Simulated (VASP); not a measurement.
# Rh (Fm-3m) in VASP: notebook, part 2 of 2

VASP 6.6.1. Earlier steps stand in the parts before.

### 4 Electric field gradients, r2SCAN

File POSCAR:

```
Rh
1.0
    0.0000000000      1.9015500000      1.9015500000
    1.9015500000      0.0000000000      1.9015500000
    1.9015500000      1.9015500000      0.0000000000
Rh
1
Direct
    0.0000000000      0.0000000000      0.0000000000
```

File INCAR.step1:

```
SYSTEM = Rh
PREC = Accurate
ENCUT = 520
ISMEAR = -1
SIGMA = 0.08
LREAL = .FALSE.
LASPH = .TRUE.
NELM = 100
NBANDS = 14
GGA = PE
ALGO = Normal
EDIFF = 1E-4
LWAVE = .TRUE.
LCHARG = .FALSE.
```

File INCAR.step2:

```
SYSTEM = Rh
PREC = Accurate
ENCUT = 520
EDIFF = 1E-8
ISMEAR = -1
SIGMA = 0.08
LREAL = .FALSE.
LASPH = .TRUE.
NELM = 100
ALGO = Normal
ISIF = 2
LWAVE = .FALSE.
LCHARG = .FALSE.
METAGGA = R2SCAN
LMIXTAU = .TRUE.
LEFG = .TRUE.
NBANDS = 14
ISTART = 1
```

File KPOINTS:

```
Automatic mesh
0
G
  16 16 16
  0 0 0
```

Potentials or basis: VASP PAW PBE potentials, release 64 (Rh_pv).

The run is started by

```console
> cat potpaw_PBE.64/Rh_pv/POTCAR > POTCAR
> cp INCAR.step1 INCAR
> mpirun -np 1 vasp_std > vasp.out
> cp INCAR.step2 INCAR
> mpirun -np 1 vasp_std > vasp.out
```

OUTCAR:

```text
SYSTEM = Rh
   PREC = Accurate
   ENCUT = 520
   EDIFF = 1E-8
   ISMEAR = -1
   LREAL = .FALSE.
   LASPH = .TRUE.
   NELM = 100
   ISIF = 2
   METAGGA = R2SCAN
   ISTART = 1

 ion  position               nearest neighbor table
   1  0.000  0.000  0.000-

  LATTYP: Found a face centered cubic cell.
 ALAT       =     3.8031000000

  Lattice vectors:

 A1 = (   0.0000000000,   1.9015500000,   1.9015500000)
 A2 = (   1.9015500000,   0.0000000000,   1.9015500000)
 A3 = (   1.9015500000,   1.9015500000,   0.0000000000)

Analysis of symmetry for initial positions (statically):
=====================================================================
 Subroutine PRICEL returns:
 Original cell was already a primitive cell.

 Routine SETGRP: Setting up the symmetry group for a
 face centered cubic supercell.

 Subroutine GETGRP returns: Found 48 space group operations
 (whereof 48 operations were pure point group operations)
[... 589 lines left out ...]
 -----------------------------------------------------------------------------
  energy-cutoff  :      520.00
  volume of cell :       13.75
      direct lattice vectors                 reciprocal lattice vectors
     0.000000000  1.901550000  1.901550000    -0.262943388  0.262943388  0.262943388
     1.901550000  0.000000000  1.901550000     0.262943388 -0.262943388  0.262943388
     1.901550000  1.901550000  0.000000000     0.262943388  0.262943388 -0.262943388

 POSITION                                       TOTAL-FORCE (eV/Angst)
 -----------------------------------------------------------------------------------
      0.00000      0.00000      0.00000        -0.000000      0.000000     -0.000000
 -----------------------------------------------------------------------------------
    total drift:                                0.000000      0.000000      0.000000

  FREE ENERGIE OF THE ION-ELECTRON SYSTEM (eV)
  ---------------------------------------------------
  free  energy   TOTEN  =       -24.1515048982 eV

  energy  without entropy=      -24.1233794964  energy(sigma->0) =      -24.13744220

 Electric field gradients (V/A^2)
---------------------------------------------------------------------
 ion       V_xx      V_yy      V_zz      V_xy      V_xz      V_yz
---------------------------------------------------------------------
   1      -0.000     0.000    -0.000     0.001     0.001     0.001
---------------------------------------------------------------------

 Electric field gradients after diagonalization (V/A^2)
 (convention: |V_zz| > |V_xx| > |V_yy|)
----------------------------------------------------------------------
 ion       V_xx      V_yy      V_zz     asymmetry (V_yy - V_xx)/ V_zz
----------------------------------------------------------------------
   1      -0.001    -0.001     0.001       0.000
----------------------------------------------------------------------

           NMR quadrupolar parameters

 Cq : quadrupolar parameter    Cq=e*Q*V_zz/h
 eta: asymmetry parameters     (V_yy - V_xx)/ V_zz
 Q  : nuclear electric quadrupole moment in mb (millibarn)
----------------------------------------------------------------------
 ion       Cq(MHz)       eta       Q (mb)
----------------------------------------------------------------------
   1       0.000       0.000       1.000
----------------------------------------------------------------------
```

OUTCAR.step1:

```text
SYSTEM = Rh
   PREC = Accurate
   ENCUT = 520
   ISMEAR = -1
   LREAL = .FALSE.
   LASPH = .TRUE.
[... 624 lines left out ...]
 -----------------------------------------------------------------------------------
      0.00000      0.00000      0.00000         0.000000     -0.000000      0.000000
 -----------------------------------------------------------------------------------
    total drift:                                0.000000      0.000000      0.000000

  FREE ENERGIE OF THE ION-ELECTRON SYSTEM (eV)
  ---------------------------------------------------
  free  energy   TOTEN  =        -7.2675554056 eV

  energy  without entropy=       -7.2379625891  energy(sigma->0) =       -7.25275900
```

OSZICAR.step1:

```text
N       E                     dE             d eps       ncg     rms          rms(c)
DAV:   1     0.120456622993E+03    0.12046E+03   -0.87108E+03  4082   0.114E+03
DAV:   2    -0.617321220957E+01   -0.12663E+03   -0.12129E+03  4486   0.342E+02
DAV:   3    -0.775769130770E+01   -0.15845E+01   -0.15807E+01  4906   0.419E+01
DAV:   4    -0.776365409568E+01   -0.59628E-02   -0.59626E-02  4642   0.264E+00
DAV:   5    -0.776370630096E+01   -0.52205E-04   -0.52205E-04  4738   0.218E-01    0.102E+01
DAV:   6    -0.728730230277E+01    0.47640E+00   -0.80762E-01  4258   0.124E+01    0.357E+00
DAV:   7    -0.727100180809E+01    0.16300E-01   -0.17448E-02  4690   0.161E+00    0.168E+00
DAV:   8    -0.726770583168E+01    0.32960E-02   -0.35134E-03  4312   0.797E-01    0.209E-01
DAV:   9    -0.726755345459E+01    0.15238E-03   -0.11389E-04  2798   0.151E-01    0.116E-02
DAV:  10    -0.726755540560E+01   -0.19510E-05   -0.61777E-06  2048   0.307E-02
   1 F= -.72675554E+01 E0= -.72527590E+01  d E =-.295928E-01
```

Run time: 2.8 min. Hardware: 1 thread of Intel Xeon 8259CL, shared host; peak memory 0.15 GiB.

What came out:

```
Free energy : -24.1515 eV
Pressure    : 0.8 GPa
```

Caveat: without QUAD_EFG the Cq values of the log hold for a quadrupole moment of 1 mb, not for the nuclei; the PAW data sets were made with another functional, which shifts forces and pressure a little.

### 5 Electric field gradients, PBE, non-collinear spin, zero start, spin-orbit coupling

File INCAR:

```
SYSTEM = Rh
PREC     = Accurate       ! precision mode
ENCUT    = 520            ! plane-wave cutoff, eV
EDIFF    = 1E-8           ! SCF threshold, eV
ISMEAR   = -1             ! smearing method
SIGMA    = 0.08           ! smearing width, eV
LREAL    = .FALSE.        ! projectors in reciprocal space
LASPH    = .TRUE.         ! aspherical terms in the spheres
NELM     = 150            ! most SCF steps
ALGO     = Normal         ! electronic algorithm
ISIF     = 2              ! what is computed and relaxed
LWAVE    = .FALSE.        ! write WAVECAR
LCHARG   = .FALSE.        ! write CHGCAR
LNONCOLLINEAR= .TRUE.         ! non-collinear magnetism
MAGMOM   = 0 0 0          ! initial moments
LORBIT   = 11             ! projections on sites
LSORBIT  = .TRUE.         ! spin-orbit coupling
GGA_COMPAT= .FALSE.      
LORBMOM  = .TRUE.       
LMAXMIX  = 4              ! l up to which the mixer works
GGA      = PE             ! functional
LEFG     = .TRUE.       
NBANDS   = 26             ! bands
```

File KPOINTS:

```
regular mesh
0
G
  16 16 16
  0 0 0
```

POSCAR is that of step 4.

Potentials or basis: VASP PAW PBE potentials, release 64 (Rh_pv).

The run is started by

```console
> cat potpaw_PBE.64/Rh_pv/POTCAR > POTCAR
> mpirun -np 1 vasp_ncl > vasp.out
```

OUTCAR:

```text
SYSTEM = Rh
   PREC = Accurate
   ENCUT = 520
   EDIFF = 1E-8
   ISMEAR = -1
   LREAL = .FALSE.
   LASPH = .TRUE.
   NELM = 150
   ISIF = 2
   LNONCOLLINEAR = .TRUE.
   LORBIT = 11
   LSORBIT = .TRUE.
   GGA = PE

 ion  position               nearest neighbor table
   1  0.000  0.000  0.000-

  LATTYP: Found a face centered cubic cell.
 ALAT       =     3.8031000000

  Lattice vectors:

 A1 = (   0.0000000000,   1.9015500000,   1.9015500000)
 A2 = (   1.9015500000,   0.0000000000,   1.9015500000)
 A3 = (   1.9015500000,   1.9015500000,   0.0000000000)

Analysis of symmetry for initial positions (statically):
=====================================================================
 Subroutine PRICEL returns:
 Original cell was already a primitive cell.

 Routine SETGRP: Setting up the symmetry group for a
 face centered cubic supercell.

 Subroutine GETGRP returns: Found 48 space group operations
 (whereof 48 operations were pure point group operations)
 out of a pool of 48 trial point group operations.

The static configuration has the point symmetry O_h .

Analysis of symmetry for dynamics (positions and initial velocities):
=====================================================================
 Subroutine PRICEL returns:
 Original cell was already a primitive cell.

[... 929 lines left out ...]
----------------------------------------------------------------------

 orbital moment (x)

 # of ion     p       d       tot
 ----------------------------------------
  1         0.000  -0.000  -0.000
 ----------------------------------------
            0.000  -0.000  -0.000

 orbital moment (y)

 # of ion     p       d       tot
 ----------------------------------------
  1        -0.000   0.000   0.000
 ----------------------------------------
           -0.000   0.000   0.000

 orbital moment (z)

 # of ion     p       d       tot
 ----------------------------------------
  1         0.000   0.000   0.000
 ----------------------------------------
            0.000   0.000   0.000

 Spin-Orbit-Coupling matrix elements

 Ion:    1  E_soc:     -0.3082738
 l=   1
     0.0000000    -0.0413005    -0.0413005
    -0.0413005     0.0000000    -0.0413005
    -0.0413005    -0.0413005     0.0000000
 l=   2
     0.0000000    -0.0018233     0.0000000    -0.0018233    -0.0082552
    -0.0018233     0.0000000    -0.0061914    -0.0018233    -0.0020638
     0.0000000    -0.0061914     0.0000000    -0.0061914     0.0000000
    -0.0018233    -0.0018233    -0.0061914     0.0000000    -0.0020638
    -0.0082552    -0.0020638     0.0000000    -0.0020638     0.0000000
 l=   3
     0.0000000     0.0000000     0.0000000     0.0000000     0.0000000     0.0000000     0.0000000
     0.0000000     0.0000000     0.0000000     0.0000000     0.0000000     0.0000000     0.0000000
     0.0000000     0.0000000     0.0000000     0.0000000     0.0000000     0.0000000     0.0000000
     0.0000000     0.0000000     0.0000000     0.0000000     0.0000000     0.0000000     0.0000000
     0.0000000     0.0000000     0.0000000     0.0000000     0.0000000     0.0000000     0.0000000
     0.0000000     0.0000000     0.0000000     0.0000000     0.0000000     0.0000000     0.0000000
     0.0000000     0.0000000     0.0000000     0.0000000     0.0000000     0.0000000     0.0000000

 total charge

# of ion       s       p       d       tot
------------------------------------------
    1        0.413   6.303   7.075  13.791

 magnetization (x)

# of ion       s       p       d       tot
------------------------------------------
    1        0.000   0.000  -0.000  -0.000

 magnetization (y)

# of ion       s       p       d       tot
------------------------------------------
    1        0.000  -0.000   0.000   0.000

 magnetization (z)

# of ion       s       p       d       tot
------------------------------------------
    1        0.000   0.000   0.000   0.000
```

OSZICAR:

```text
N       E                     dE             d eps       ncg     rms          rms(c)
DAV:   1     0.167320668683E+03    0.16732E+03   -0.87510E+03  7540   0.132E+03
DAV:   2    -0.350848130875E+01   -0.17083E+03   -0.16351E+03  7778   0.421E+02
DAV:   3    -0.788993733089E+01   -0.43815E+01   -0.43445E+01  8564   0.750E+01
DAV:   4    -0.791814896865E+01   -0.28212E-01   -0.28204E-01  8484   0.599E+00
DAV:   5    -0.791853245393E+01   -0.38349E-03   -0.38342E-03  9426   0.691E-01    0.103E+01
DAV:   6    -0.744036268387E+01    0.47817E+00   -0.81969E-01  8038   0.133E+01    0.376E+00
DAV:   7    -0.742587391613E+01    0.14489E-01   -0.52823E-02  9190   0.212E+00    0.177E+00
DAV:   8    -0.742240696067E+01    0.34670E-02   -0.35329E-03  8418   0.770E-01    0.769E-01
DAV:   9    -0.742232970934E+01    0.77251E-04   -0.20882E-04  9000   0.197E-01    0.668E-02
DAV:  10    -0.742229706164E+01    0.32648E-04   -0.46107E-05  8574   0.101E-01    0.905E-03
DAV:  11    -0.742229881434E+01   -0.17527E-05   -0.16371E-06  8694   0.126E-02    0.188E-03
DAV:  12    -0.742229884294E+01   -0.28599E-07   -0.16141E-07  8824   0.554E-03    0.865E-04
DAV:  13    -0.742229876203E+01    0.80908E-07   -0.40462E-09  5896   0.947E-04    0.470E-04
DAV:  14    -0.742229868080E+01    0.81231E-07   -0.26158E-09  5096   0.781E-04    0.507E-05
DAV:  15    -0.742229867872E+01    0.20818E-08   -0.88963E-11  4942   0.122E-04
   1 F= -.74222987E+01 E0= -.74073065E+01  d E =-.299843E-01  mag=    -0.0000     0.0000    -0.0000
```

Run time: 3.1 min. Hardware: 1 thread of Intel Xeon 8259CL, shared host; peak memory 0.21 GiB.

Results:

| Quantity | Value |
| --- | --- |
| Free energy | -7.4223 eV |
| Pressure | 6.4 GPa |
| Net moment | 0.00 μB per cell |
| Valence electrons inside the program's atomic spheres | Rh 13.79 |

Moments on the atoms (μB; x, y, z):
```
Rh  0.00 0.00 0.00
```

Caveat: without QUAD_EFG the Cq values of the log hold for a quadrupole moment of 1 mb, not for the nuclei.

### 6 The runs side by side

```tsv
level	potentials or basis	spin	gap on the mesh (eV)	pressure (GPa)
LDA	VASP PAW LDA potentials, release 64 (Rh_pv)	off	none	-10.2
PBE	VASP PAW PBE potentials, release 64 (Rh_pv)	off	none	6.1
r2SCAN	VASP PAW PBE potentials, release 64 (Rh_pv)	off	none	0.8
PBE	VASP PAW PBE potentials, release 64 (Rh_pv)	non-collinear, zero start, SOC	-	6.4
```

Alike in all rows: task electric field gradients; cell as given; k mesh 16 × 16 × 16; cutoff (eV) 520; smearing fermi-dirac 0.08 eV.

Caveats: the PAW data sets were made with another functional, which shifts forces and pressure a little (some runs).

Total energies depend on the potentials used, so only differences within one code and one set of settings carry meaning.
